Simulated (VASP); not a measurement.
# TiO2 (Anatase) (I4_1/amd) in VASP: a series of runs, part 2 of 2

VASP 6.6.1. The steps go on from the part before.

## (5) Single point, r2SCAN

This run uses another cell than the first one, of 11.40 Å³/atom, 0.977 times its volume.

POSCAR reads:

```
TiO2
1.0
   -1.8888992763      1.8888992763      4.7917248637
    1.8888992763     -1.8888992763      4.7917248637
    1.8888992763      1.8888992763     -4.7917248637
Ti O
2 4
Direct
    0.0000000000      0.0000000000      0.0000000000
    0.7500000000      0.2500000000      0.5000000000
    0.2072851857      0.2072851857      0.0000000000
    0.9572851857      0.4572851857      0.5000000000
    0.5427148143      0.0427148143      0.5000000000
    0.7927148143      0.7927148143      0.0000000000
```

INCAR.step1 reads:

```
  PREC = Accurate
  ENCUT = 520
  ISMEAR = -1
  SIGMA = 0.02
  LREAL = False
  LASPH = True
  NELM = 100
  NBANDS = 33
  GGA = PE
  ALGO = Normal
  EDIFF = 1E-4
  LWAVE = True
  LCHARG = False
```

INCAR.step2 reads:

```
  PREC = Accurate
  ENCUT = 520
  EDIFF = 1E-6
  ISMEAR = -1
  SIGMA = 0.02
  LREAL = False
  LASPH = True
  NELM = 100
  ALGO = Normal
  ISIF = 2
  LWAVE = False
  LCHARG = False
  METAGGA = R2SCAN
  LMIXTAU = True
  NBANDS = 33
  ISTART = 1
```

KPOINTS reads:

```
Automatic mesh
0
Gamma
  8 8 8
```

Potentials or basis: VASP PAW PBE potentials, release 64 (Ti_sv, O).

On the command line:

```console
$ cat potpaw_PBE.64/Ti_sv/POTCAR potpaw_PBE.64/O/POTCAR > POTCAR
$ cp INCAR.step1 INCAR
$ mpirun -np 1 vasp_std > vasp.out
$ cp INCAR.step2 INCAR
$ mpirun -np 1 vasp_std > vasp.out
```

OUTCAR:

```text
PREC = Accurate
   ENCUT = 520
   EDIFF = 1E-6
   ISMEAR = -1
   LREAL = False
   LASPH = True
   NELM = 100
   ISIF = 2
   METAGGA = R2SCAN
   ISTART = 1

 ion  position               nearest neighbor table
   1  0.000  0.000  0.000-   5 1.93   4 1.93   5 1.93   4 1.93   3 1.99   6 1.99
   2  0.750  0.250  0.500-   6 1.93   3 1.93   6 1.93   3 1.93   4 1.99   5 1.99
   3  0.207  0.207  0.000-   2 1.93   2 1.93   1 1.99
   4  0.957  0.457  0.500-   1 1.93   1 1.93   2 1.99
   5  0.543  0.043  0.500-   1 1.93   1 1.93   2 1.99
   6  0.793  0.793  0.000-   2 1.93   2 1.93   1 1.99

  LATTYP: Found a body centered tetragonal cell.
 ALAT       =     3.7777985526
 C/A-ratio  =     2.5367815658

  Lattice vectors:

 A1 = (  -1.8888992763,   1.8888992763,   4.7917248637)
 A2 = (   1.8888992763,  -1.8888992763,   4.7917248637)
 A3 = (   1.8888992763,   1.8888992763,  -4.7917248637)

Analysis of symmetry for initial positions (statically):
=====================================================================
 Subroutine PRICEL returns:
 Original cell was already a primitive cell.

 Routine SETGRP: Setting up the symmetry group for a
 body centered tetragonal supercell.

 Subroutine GETGRP returns: Found 16 space group operations
 (whereof  8 operations were pure point group operations)
 out of a pool of 16 trial point group operations.

The static configuration has the point symmetry D_2d.
 The point group associated with its full space group is D_4h.

Analysis of symmetry for dynamics (positions and initial velocities):
=====================================================================
 Subroutine PRICEL returns:
 Original cell was already a primitive cell.

 Routine SETGRP: Setting up the symmetry group for a
 body centered tetragonal supercell.

 Subroutine GETGRP returns: Found 16 space group operations
 (whereof  8 operations were pure point group operations)
 out of a pool of 16 trial point group operations.

The dynamic configuration has the point symmetry D_2d.
 The point group associated with its full space group is D_4h.

 Subroutine INISYM returns: Found 16 space group operations
 (whereof  8 operations are pure point group operations),
 and found     1 'primitive' translations

----------------------------------------------------------------------------------------

                                     Primitive cell

  volume of cell :      68.3864

  direct lattice vectors                    reciprocal lattice vectors
    -1.888899276  1.888899276  4.791724864     0.000000000  0.264704427  0.104346559
     1.888899276 -1.888899276  4.791724864     0.264704427  0.000000000  0.104346559
     1.888899276  1.888899276 -4.791724864     0.264704427  0.264704427  0.000000000

  length of vectors
     5.486028447  5.486028447  5.486028447     0.284528800  0.284528800  0.374348590

  position of ions in fractional coordinates (direct lattice)
     0.000000000  0.000000000  0.000000000
     0.750000000  0.250000000  0.500000000
     0.207285186  0.207285186  0.000000000
     0.957285186  0.457285186  0.500000000
     0.542714814  0.042714814  0.500000000
     0.792714814  0.792714814  0.000000000

  ion indices of the primitive-cell ions
[... 27 lines left out ...]
     0.000000000  0.000000000  0.000000000

 Subroutine IBZKPT returns following result:
 ===========================================

 Found     59 irreducible k-points:

 Following reciprocal coordinates:
            Coordinates               Weight
  0.000000  0.000000  0.000000      1.000000
  0.125000  0.000000 -0.000000      8.000000
  0.250000  0.000000 -0.000000      8.000000
  0.375000  0.000000 -0.000000      8.000000
  0.500000  0.000000 -0.000000      4.000000
  0.125000  0.125000 -0.000000      8.000000
[... 16 lines left out ...]
  0.250000  0.125000  0.125000     16.000000
  0.375000  0.125000  0.125000      8.000000
 [... further k-points ...]
   k-points           NKPTS =     59   k-points in BZ     NKDIM =     59   number of bands    NBANDS=     33
   number of dos      NEDOS =    301   number of ions     NIONS =      6
   total plane-waves  NPLWV =  74088
   dimension x,y,z NGX =    42 NGY =   42 NGZ =   42
   dimension x,y,z NGXF=    84 NGYF=   84 NGZF=   84
   ions per type =               2   4
   NGX,Y,Z   is equivalent  to a cutoff of  12.73, 12.73, 12.73 a.u.
   NGXF,Y,Z  is equivalent  to a cutoff of  25.45, 25.45, 25.45 a.u.
 SYSTEM =  unknown system
   PREC   = accura    normal or accurate (medium, high low for compatibility)
   ISTART =      1    job   : 0-new  1-cont  2-samecut
   ICHARG =      0    charge: 1-file 2-atom 10-const
   ISPIN  =      1    spin polarized calculation?
   LNONCOLLINEAR =      F non collinear calculations
   LSORBIT =      F    spin-orbit coupling
   LASPH  =      T    aspherical Exc in radial PAW
   ENCUT  =  520.0 eV  38.22 Ry    6.18 a.u.  10.20 10.20 10.20*2*pi/ulx,y,z
   NELM   =    100;   NELMIN=  2; NELMDL=  0     # of ELM steps
   EDIFF  = 0.1E-05   stopping-criterion for ELM
   LREAL  =      F    real-space projection
   EDIFFG = 0.1E-04   stopping-criterion for IOM
   NSW    =      0    number of steps for IOM
   IBRION =     -1    ionic relax: 0-MD 1-quasi-New 2-CG
   NFREE  =      0    steps in history (QN), initial steepest desc. (CG)
   ISIF   =      2    stress and relaxation
   ISYM   =      2    0-nonsym 1-usesym 2-fastsym
   POTIM  = 0.5000    time-step for ionic-motion
   TEBEG  =    0.0;   TEEND  =   0.0 temperature during run
   PSTRESS=    0.0 pullay stress
   NELECT =      48.0000    total number of electrons
   NUPDOWN=      -1.0000    fix difference up-down
   EMIN   =  10.00;   EMAX   =-10.00  energy-range for DOS
   EFERMI =   0.00;   METHOD = LEGACY
   ISMEAR =    -1;   SIGMA  =   0.02  broadening in eV -4-tet -1-fermi 0-gaus
   EFERMI_NEDOS =   21; number of points for ismear=-14 and -15
   IALGO  =     38    algorithm
   IMIX   =      4    mixing-type and parameters
     AMIX     =   0.40;   BMIX     =  1.00
     AMIX_MAG =   1.60;   BMIX_MAG =  1.00
  volume/ion in A,a.u.               =      11.40        76.92
  Fermi-wavevector in a.u.,A,eV,Ry     =   1.454896  2.749356 28.799775  2.116724
  Thomas-Fermi vector in A             =   2.571994
   LORBIT       =      0    0 simple, 1 ext, 2 COOP (PROOUT), +10 PAW based schemes
   METAGGA = R2SCAN    functional components
   LHFCALC =     F    Hartree Fock is set to
   AEXX    =    0.0000 exact exchange contribution
   IVDW    =     0    specifies the selected vdW correction
   LEPSILON=     F    determine dielectric tensor
   LRPA    =     F    only Hartree local field effects (RPA)
 non-spin polarized calculation
  energy-cutoff  :      520.00
  volume of cell :       68.39
 maximum number of plane-waves:      1858
 NGX is ok and might be reduce to    42
   NGX = 21   NGY = 21   NGZ = 21

 number of electron      47.9999993 magnetization

 Free energy of the ion-electron system (eV)
  ---------------------------------------------------
  ext. energy  EPLUGINS =         0.00000000
  ---------------------------------------------------
  free energy    TOTEN  =       -69.85810371 eV

  energy without entropy =      -69.85810371  energy(sigma->0) =      -69.85810371

 E-fermi :   3.5453     XC(G=0): -11.4457

 val. band max:        2.9782327225   @ k =  -0.3750   0.3750   0.0000
 cond. band min:       5.5688171584   @ k =   0.0000   0.0000   0.0000
 fundamental gap:      2.5905844359
 Fermi energy:         3.5452885988

 k-point     1 :       0.0000    0.0000    0.0000
  band No.  band energies     occupation
      1     -55.5683      2.00000
      2     -55.5093      2.00000
      3     -30.9855      2.00000
      4     -30.7375      2.00000
      5     -30.7374      2.00000
      6     -30.6684      2.00000
[... 853 lines left out ...]
     32      10.0407      0.00000
     33      10.6610      0.00000

 [... further k-points ...]
[... 5 lines left out ...]
  --------------------------------------------------------------------------------------
  -------------------------------------------------------------------------------------
  Total        0.5569898      0.5569898      0.4653171      0.0000000      0.0000000      0.0000000
  in kB       13.0493335     13.0493335     10.9015966      0.0000000      0.0000000      0.0000000
  external PRESSURE =      12.3334212 kB  Pullay stress =       0.0000000 kB

 VOLUME and BASIS-vectors are now :
 -----------------------------------------------------------------------------
  energy-cutoff  :      520.00
  volume of cell :       68.39
      direct lattice vectors                 reciprocal lattice vectors
    -1.888899276  1.888899276  4.791724864     0.000000000  0.264704427  0.104346559
     1.888899276 -1.888899276  4.791724864     0.264704427  0.000000000  0.104346559
     1.888899276  1.888899276 -4.791724864     0.264704427  0.264704427  0.000000000

 POSITION                                       TOTAL-FORCE (eV/Angst)
 -----------------------------------------------------------------------------------
      0.00000      0.00000      0.00000        -0.000000     -0.000000      0.000000
      0.00000      1.88890      2.39586        -0.000000     -0.000000      0.000000
      0.00000      0.00000      1.98651        -0.000000     -0.000000      0.025992
      0.00000      1.88890      4.38237         0.000000      0.000000      0.025992
      0.00000      1.88890      0.40936         0.000000      0.000000     -0.025992
      0.00000      0.00000      7.59694        -0.000000     -0.000000     -0.025992
 -----------------------------------------------------------------------------------
    total drift:                               -0.000000     -0.000000      0.000000

  FREE ENERGIE OF THE ION-ELECTRON SYSTEM (eV)
  ---------------------------------------------------
  free  energy   TOTEN  =       -69.8581037113 eV

  energy  without entropy=      -69.8581037113  energy(sigma->0) =      -69.85810371
```

Run time: 11 min. Hardware: 1 thread of Intel Xeon Platinum 8559C (Emerald Rapids), shared host; peak memory 0.34 GiB.

Results:

| Quantity | Value |
| --- | --- |
| Free energy | -69.8581 eV |
| Pressure | 1.2 GPa |
| Largest force | 0.026 eV/Å |
| Band gap on the k mesh | 2.59 eV, indirect (least direct gap 2.90 eV) |

Forces on the atoms (eV/Å):
```
Ti   0.000  0.000  0.000
Ti   0.000  0.000  0.000
O    0.000  0.000  0.026
O    0.000  0.000  0.026
O    0.000  0.000 -0.026
O    0.000  0.000 -0.026
```

Caveat: the PAW data sets were made with another functional, which shifts forces and pressure a little. A k mesh can miss the band edges.

## (6) Overview

```tsv
task	level	cell	k mesh	cutoff (eV)	smearing	gap on the mesh (eV)	pressure (GPa)	largest force (eV/Å)
single point	PBE	a = 5.544 Å, angles 139.9, 139.9, 58.0°, 6 atoms	8 × 8 × 8	520	fermi-dirac 0.02 eV	2.14	0.7	0.02
relaxation of cell and atoms	PBE	relaxed from a = 5.458 Å, angles 139.4, 139.4, 58.7°, 6 atoms	8 × 8 × 8	600	fermi-dirac 0.02 eV	2.13	0.0	-
single point	PBE	a = 5.486 Å, angles 139.7, 139.7, 58.3°, 6 atoms	6 × 6 × 6	520	gaussian 0.01 eV	2.17	5.4	0.11
single point	r2SCAN	a = 5.486 Å, angles 139.7, 139.7, 58.3°, 6 atoms	8 × 8 × 8	520	fermi-dirac 0.02 eV	2.59	1.2	0.03
```

Alike in all rows: potentials or basis VASP PAW PBE potentials, release 64 (Ti_sv, O); no spin polarisation.

Caveats: the PAW data sets were made with another functional, which shifts forces and pressure a little (some runs).

Absolute energies hang on the potentials; compare differences alone.
